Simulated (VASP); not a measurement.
# SnF4 (Immm) in VASP: a series of runs, part 2 of 2

VASP 6.6.1. The steps go on from the part before.

### Step 3. Single point, LDA (strain +0.0600 x Voigt [1, 0, 0, 0, 0, 0])

Input file INCAR:

```
PREC = Accurate
ENCUT = 520
EDIFF = 1E-6
ISMEAR = 0
SIGMA = 0.05
LREAL = False
LASPH = True
NELM = 60
ALGO = Normal
ISIF = 2
LWAVE = False
LCHARG = False
GGA = CA
NBANDS = 29
```

Input file KPOINTS:

```
regular mesh
0
Gamma
  8 8 8
```

Input file POSCAR:

```
SnF4
1.0
   -2.1465000000      2.0250000000      3.9650000000
    2.1465000000     -2.0250000000      3.9650000000
    2.1465000000      2.0250000000     -3.9650000000
Sn F
1 4
Direct
    0.0000000000      0.0000000000      0.0000000000
    0.2370000000      0.2370000000      0.0000000000
    0.7630000000      0.7630000000      0.0000000000
    0.5000000000      0.0000000000      0.5000000000
    0.0000000000      0.5000000000      0.5000000000
```

Potentials or basis: VASP PAW LDA potentials, release 64 (Sn_d, F).

Started as:

```sh
$ cat potpaw_LDA.64/Sn_d/POTCAR potpaw_LDA.64/F/POTCAR > POTCAR
$ mpirun -np 1 vasp_std > vasp.out
```

OUTCAR:

```text
PREC = Accurate
   ENCUT = 520
   EDIFF = 1E-6
   ISMEAR = 0
   LREAL = False
   LASPH = True
   NELM = 60
   ISIF = 2
   GGA = CA

 ion  position               nearest neighbor table
   1  0.000  0.000  0.000-   2 1.88   3 1.88   4 2.02   4 2.02   5 2.15   5 2.15
   2  0.237  0.237  0.000-   1 1.88
   3  0.763  0.763  0.000-   1 1.88
   4  0.500  0.000  0.500-   1 2.02   1 2.02
   5  0.000  0.500  0.500-   1 2.15   1 2.15

  LATTYP: Found a body centered orthorhombic cell.
 ALAT       =     4.0500000000
 B/A-ratio  =     1.0600000000
 C/A-ratio  =     1.9580246914

  Lattice vectors:

 A1 = (   2.1465000000,  -2.0250000000,  -3.9650000000)
 A2 = (  -2.1465000000,   2.0250000000,  -3.9650000000)
 A3 = (   2.1465000000,   2.0250000000,   3.9650000000)

Analysis of symmetry for initial positions (statically):
=====================================================================
 Subroutine PRICEL returns:
 Original cell was already a primitive cell.

 Routine SETGRP: Setting up the symmetry group for a
 body centered orthorhombic supercell.

 Subroutine GETGRP returns: Found  8 space group operations
 (whereof  8 operations were pure point group operations)
 out of a pool of  8 trial point group operations.

The static configuration has the point symmetry D_2h.

Analysis of symmetry for dynamics (positions and initial velocities):
=====================================================================
 Subroutine PRICEL returns:
 Original cell was already a primitive cell.

 Routine SETGRP: Setting up the symmetry group for a
 body centered orthorhombic supercell.

 Subroutine GETGRP returns: Found  8 space group operations
 (whereof  8 operations were pure point group operations)
 out of a pool of  8 trial point group operations.
[... 123 lines left out ...]
   EFERMI_NEDOS =   21; number of points for ismear=-14 and -15
   IALGO  =     38    algorithm
   IMIX   =      4    mixing-type and parameters
     AMIX     =   0.40;   BMIX     =  1.00
     AMIX_MAG =   1.60;   BMIX_MAG =  1.00
  volume/ion in A,a.u.               =      13.79        93.04
  Fermi-wavevector in a.u.,A,eV,Ry     =   1.387836  2.622630 26.206038  1.926089
  Thomas-Fermi vector in A             =   2.512020
   LORBIT       =      0    0 simple, 1 ext, 2 COOP (PROOUT), +10 PAW based schemes
   GGA     = CA    functional components
   LHFCALC =     F    Hartree Fock is set to
   AEXX    =    0.0000 exact exchange contribution
   IVDW    =     0    specifies the selected vdW correction
   LEPSILON=     F    determine dielectric tensor
   LRPA    =     F    only Hartree local field effects (RPA)
 non-spin polarized calculation
 Gauss-broadening in eV      SIGMA  =   0.05
  energy-cutoff  :      520.00
  volume of cell :       68.94
 maximum number of plane-waves:      1876
 NGX is ok and might be reduce to    40
   NGX = 19   NGY = 19   NGZ = 19

 number of electron      42.0000011 magnetization

 Free energy of the ion-electron system (eV)
  ---------------------------------------------------
  ext. energy  EPLUGINS =         0.00000000
  ---------------------------------------------------
  free energy    TOTEN  =       -25.38867873 eV

  energy without entropy =      -25.38867873  energy(sigma->0) =      -25.38867873

 E-fermi :  -0.8863     XC(G=0): -10.1534

 val. band max:       -1.0966452148   @ k =   0.5000   0.5000   0.0000
 cond. band min:       2.1087682122   @ k =   0.0000   0.0000   0.0000
 fundamental gap:      3.2054134270
 Fermi energy:        -0.8863087212

 k-point     1 :       0.0000    0.0000    0.0000
  band No.  band energies     occupation
      1     -22.9646      2.00000
      2     -22.3099      2.00000
      3     -21.6363      2.00000
      4     -20.5619      2.00000
      5     -19.9781      2.00000
      6     -19.8441      2.00000
[... 757 lines left out ...]
     28      14.3142      0.00000
     29      15.5948      0.00000

 [... further k-points ...]

------------------------ aborting loop because EDIFF is reached ----------------------------------------

  FORCE on cell =-STRESS in cart. coord.  units (eV):
  Direction    XX          YY          ZZ          XY          YZ          ZX
  --------------------------------------------------------------------------------------
  -------------------------------------------------------------------------------------
  Total       -5.9251142     -0.1680739     -0.3434706      0.0000000      0.0000000      0.0000000
  in kB     -137.7045232     -3.9061745     -7.9825387      0.0000000      0.0000000      0.0000000
  external PRESSURE =     -49.8644121 kB  Pullay stress =       0.0000000 kB

 VOLUME and BASIS-vectors are now :
 -----------------------------------------------------------------------------
  energy-cutoff  :      520.00
  volume of cell :       68.94
      direct lattice vectors                 reciprocal lattice vectors
    -2.146500000  2.025000000  3.965000000     0.000000000  0.246913580  0.126103405
     2.146500000 -2.025000000  3.965000000     0.232937340  0.000000000  0.126103405
     2.146500000  2.025000000 -3.965000000     0.232937340  0.246913580  0.000000000

 POSITION                                       TOTAL-FORCE (eV/Angst)
 -----------------------------------------------------------------------------------
      0.00000      0.00000      0.00000         0.000000     -0.000000     -0.000000
      0.00000      0.00000      1.87941         0.000000      0.000000      0.136851
      0.00000      0.00000      6.05059        -0.000000      0.000000     -0.136851
      0.00000      2.02500      0.00000         0.000000     -0.000000      0.000000
      2.14650      0.00000      0.00000         0.000000     -0.000000     -0.000000
 -----------------------------------------------------------------------------------
    total drift:                                0.000000      0.000000     -0.000000

  FREE ENERGIE OF THE ION-ELECTRON SYSTEM (eV)
  ---------------------------------------------------
  free  energy   TOTEN  =       -25.3886787318 eV

  energy  without entropy=      -25.3886787318  energy(sigma->0) =      -25.38867873
```

Wall time 6.6 min (1 thread of Oxide Virtual Turin-like, shared host); peak memory 0.26 GiB.

Results:

| Property | Result |
| --- | --- |
| Free energy | -25.3887 eV |
| Pressure | -5.0 GPa |
| Largest force | 0.137 eV/Å |
| Band gap on the k mesh | 3.21 eV, indirect (least direct gap 3.41 eV) |

Forces on the atoms (eV/Å):
```
Sn   0.000  0.000  0.000
F    0.000  0.000  0.137
F    0.000  0.000 -0.137
F    0.000  0.000  0.000
F    0.000  0.000  0.000
```

Caveat: the cell differs from its parent crystal (strain +0.0600 x Voigt [1, 0, 0, 0, 0, 0]); spin-orbit coupling is left out, which moves the levels of the heavy elements. A k mesh can miss the band edges.

### Step 4. Single point, LDA (strain -0.0600 x Voigt [1, 0, 0, 0, 0, 0])

Input file INCAR:

```
SYSTEM = SnF4
PREC     = Accurate       ! precision mode
ENCUT    = 520            ! plane-wave cutoff, eV
EDIFF    = 1E-6           ! SCF threshold, eV
ISMEAR   = 0              ! smearing method
SIGMA    = 0.05           ! smearing width, eV
LREAL    = .False.        ! projectors in reciprocal space
LASPH    = .True.         ! aspherical terms in the spheres
NELM     = 60             ! most SCF steps
ALGO     = Normal         ! electronic algorithm
ISIF     = 2              ! what is computed and relaxed
LWAVE    = .False.        ! write WAVECAR
LCHARG   = .False.        ! write CHGCAR
GGA      = CA             ! functional
NBANDS   = 29             ! bands
```

Input file KPOINTS:

```
regular mesh
0
Gamma
  8 8 8
  0 0 0
```

POSCAR, as its differences from that of step 3:

```diff
@@ -2,5 +2,5 @@
 1.0
-   -2.1465000000      2.0250000000      3.9650000000
-    2.1465000000     -2.0250000000      3.9650000000
-    2.1465000000      2.0250000000     -3.9650000000
+   -1.9035000000      2.0250000000      3.9650000000
+    1.9035000000     -2.0250000000      3.9650000000
+    1.9035000000      2.0250000000     -3.9650000000
 Sn F
```

Potentials or basis: VASP PAW LDA potentials, release 64 (Sn_d, F).

Started as:

```sh
$ cat potpaw_LDA.64/Sn_d/POTCAR potpaw_LDA.64/F/POTCAR > POTCAR
$ mpirun -np 1 vasp_std > vasp.out
```

OUTCAR:

```text
SYSTEM = SnF4
   PREC = Accurate
   ENCUT = 520
   EDIFF = 1E-6
   ISMEAR = 0
   LREAL = .False.
   LASPH = .True.
   NELM = 60
   ISIF = 2
   GGA = CA

 ion  position               nearest neighbor table
   1  0.000  0.000  0.000-   2 1.88   3 1.88   5 1.90   5 1.90   4 2.02   4 2.02
   2  0.237  0.237  0.000-   1 1.88
   3  0.763  0.763  0.000-   1 1.88
   4  0.500  0.000  0.500-   1 2.02   1 2.02
   5  0.000  0.500  0.500-   1 1.90   1 1.90

  LATTYP: Found a body centered orthorhombic cell.
 ALAT       =     3.8070000000
 B/A-ratio  =     1.0638297872
[... 970 lines left out ...]
  -------------------------------------------------------------------------------------
  Total        9.6824730      0.2548183      0.8909696     -0.0000000      0.0000000      0.0000000
  in kB      253.7556869      6.6782110     23.3502942     -0.0000000      0.0000000      0.0000000
  external PRESSURE =      94.5947307 kB  Pullay stress =       0.0000000 kB

 VOLUME and BASIS-vectors are now :
 -----------------------------------------------------------------------------
  energy-cutoff  :      520.00
  volume of cell :       61.13
      direct lattice vectors                 reciprocal lattice vectors
    -1.903500000  2.025000000  3.965000000     0.000000000  0.246913580  0.126103405
     1.903500000 -2.025000000  3.965000000     0.262674022  0.000000000  0.126103405
     1.903500000  2.025000000 -3.965000000     0.262674022  0.246913580  0.000000000

 POSITION                                       TOTAL-FORCE (eV/Angst)
 -----------------------------------------------------------------------------------
      0.00000      0.00000      0.00000         0.000000     -0.000000      0.000000
      0.00000      0.00000      1.87941         0.000000      0.000000      0.516148
      0.00000      0.00000      6.05059        -0.000000     -0.000000     -0.516148
      0.00000      2.02500      0.00000         0.000000     -0.000000     -0.000000
      1.90350      0.00000      0.00000         0.000000     -0.000000      0.000000
 -----------------------------------------------------------------------------------
    total drift:                                0.000000      0.000000     -0.000000

  FREE ENERGIE OF THE ION-ELECTRON SYSTEM (eV)
  ---------------------------------------------------
  free  energy   TOTEN  =       -25.2783167117 eV

  energy  without entropy=      -25.2783167117  energy(sigma->0) =      -25.27831671
```

OSZICAR:

```text
N       E                     dE             d eps       ncg     rms          rms(c)
DAV:   1     0.492553095762E+03    0.49255E+03   -0.22362E+04  6140   0.202E+03
DAV:   2     0.292854950612E+02   -0.46327E+03   -0.43892E+03  6327   0.597E+02
DAV:   3    -0.263746142414E+02   -0.55660E+02   -0.55241E+02  6174   0.170E+02
DAV:   4    -0.282459291519E+02   -0.18713E+01   -0.18690E+01  6668   0.339E+01
DAV:   5    -0.282895891250E+02   -0.43660E-01   -0.43658E-01  6604   0.520E+00    0.116E+01
DAV:   6    -0.254780319522E+02    0.28116E+01   -0.74413E+00  7739   0.393E+01    0.556E+00
DAV:   7    -0.253565451236E+02    0.12149E+00   -0.49986E-01  6915   0.571E+00    0.244E+00
DAV:   8    -0.252829800404E+02    0.73565E-01   -0.78879E-02  7730   0.315E+00    0.528E-01
DAV:   9    -0.252781948764E+02    0.47852E-02   -0.12862E-02  8731   0.162E+00    0.141E-01
DAV:  10    -0.252783556052E+02   -0.16073E-03   -0.33394E-03  6058   0.432E-01    0.560E-02
DAV:  11    -0.252783203032E+02    0.35302E-04   -0.11544E-04  8118   0.124E-01    0.322E-02
DAV:  12    -0.252783173268E+02    0.29764E-05   -0.38882E-05  7186   0.641E-02    0.160E-02
DAV:  13    -0.252783167117E+02    0.61510E-06   -0.46296E-06  6551   0.233E-02
   1 F= -.25278317E+02 E0= -.25278317E+02  d E =-.370539E-23
```

stdout:

```text
POSCAR found type information on POSCAR SnF
 POSCAR found :  2 types and       5 ions
 scaLAPACK will be used
 LDA part: xc-table for (Slater(with rela. corr.)+CA(PZ))
 , standard interpolation
 POSCAR, INCAR and KPOINTS ok, starting setup
 FFT: planning ... GRIDC
 FFT: planning ... GRID_SOFT
 FFT: planning ... GRID
 WAVECAR not read
 entering main loop
```

It took 4.1 min on 1 thread of Oxide Virtual Turin-like, shared host; peak memory 0.23 GiB.

Results:

- Free energy: -25.2783 eV
- Pressure: 9.5 GPa
- Largest force: 0.516 eV/Å
- Band gap on the k mesh: 3.48 eV, indirect (least direct gap 3.73 eV)

Forces in eV/Å, atoms in the order of the input:
```
Sn   0.000  0.000  0.000
F    0.000  0.000  0.516
F    0.000  0.000 -0.516
F    0.000  0.000  0.000
F    0.000  0.000  0.000
```

Caveat: the cell differs from its parent crystal (strain -0.0600 x Voigt [1, 0, 0, 0, 0, 0]); spin-orbit coupling is left out, which moves the levels of the heavy elements. A k mesh can miss the band edges.

### Step 5. Single point, LDA (strain -0.0450 x Voigt [1, 0, 0, 0, 0, 0])

Input file INCAR:

```
PREC     = Accurate       # precision mode
ENCUT    = 520            # plane-wave cutoff, eV
EDIFF    = 1E-6           # SCF threshold, eV
ISMEAR   = 0              # smearing method
SIGMA    = 0.05           # smearing width, eV
LREAL    = False          # projectors in reciprocal space
LASPH    = True           # aspherical terms in the spheres
NELM     = 60             # most SCF steps
ALGO     = Normal         # electronic algorithm
ISIF     = 2              # what is computed and relaxed
LWAVE    = False          # write WAVECAR
LCHARG   = False          # write CHGCAR
NBANDS   = 29             # bands
```

Input file KPOINTS:

```
regular mesh
0
Gamma
  8 8 8
```

POSCAR, as its differences from that of step 4:

```diff
@@ -2,5 +2,5 @@
 1.0
-   -1.9035000000      2.0250000000      3.9650000000
-    1.9035000000     -2.0250000000      3.9650000000
-    1.9035000000      2.0250000000     -3.9650000000
+   -1.9338750000      2.0250000000      3.9650000000
+    1.9338750000     -2.0250000000      3.9650000000
+    1.9338750000      2.0250000000     -3.9650000000
 Sn F
```

Started as:

```sh
$ cat potpaw_LDA.64/Sn_d/POTCAR potpaw_LDA.64/F/POTCAR > POTCAR
$ mpirun -np 1 vasp_std > vasp.out
```

It took 5.3 min on 1 thread of Oxide Virtual Turin-like, shared host; peak memory 0.23 GiB.

It converged, with:

```yaml
Free_energy: -25.4112 eV
Pressure: 6.6 GPa
Largest_force: 0.460 eV/Å
Band_gap_on_the_k_mesh: 3.43 eV, indirect (least direct gap 3.68 eV)
```

Forces in eV/Å, atoms in the order of the input:
```
Sn   0.000  0.000  0.000
F    0.000  0.000  0.460
F    0.000  0.000 -0.460
F    0.000  0.000  0.000
F    0.000  0.000  0.000
```

Stress tensor (GPa, compression positive):
```
17.56  0.00  0.00
 0.00  0.44  0.00
 0.00  0.00  1.80
```

Levels at points of the mesh, in eV from the valence-band top:
```tsv
k point	band 18	band 19	band 20	band 21	band 22	band 23	band 24	band 25
(0.00, 0.00, 0.00)	-1.40	-1.34	-0.29	-0.25	3.43	11.39	12.46	13.20
(0.50, 0.00, 0.00)	-1.00	-0.87	-0.70	-0.61	6.20	9.23	11.66	12.75
(0.00, 0.50, 0.00)	-0.90	-0.88	-0.77	-0.68	6.37	9.64	11.81	11.97
(0.50, 0.50, 0.00)	-1.05	-0.84	-0.29	0.00	8.15	8.65	9.57	10.92
(0.50, 0.50, 0.50)	-1.32	-1.17	-0.20	-0.15	4.74	10.21	12.07	13.06
```

Caveat: the cell differs from its parent crystal (strain -0.0450 x Voigt [1, 0, 0, 0, 0, 0]); spin-orbit coupling is left out, which moves the levels of the heavy elements. A k mesh can miss the band edges.

### Step 6. Summary

```tsv
cell	gap on the mesh (eV)	pressure (GPa)	largest force (eV/Å)
a = 4.929 Å, angles 129.2, 131.5, 72.9°, 5 atoms	3.23	-4.0	0.18
a = 4.943 Å, angles 128.5, 131.6, 73.3°, 5 atoms	3.21	-5.0	0.14
a = 4.842 Å, angles 133.7, 130.6, 70.1°, 5 atoms	3.48	9.5	0.52
a = 4.854 Å, angles 133.0, 130.7, 70.5°, 5 atoms	3.43	6.6	0.46
```

Alike in all rows: task single point; level LDA; potentials or basis VASP PAW LDA potentials, release 64 (Sn_d, F); no spin polarisation; k mesh 8 × 8 × 8; cutoff (eV) 520; smearing gaussian 0.05 eV.

Caveats: spin-orbit coupling is left out, which moves the levels of the heavy elements.

Absolute energies hang on the potentials; compare differences alone.
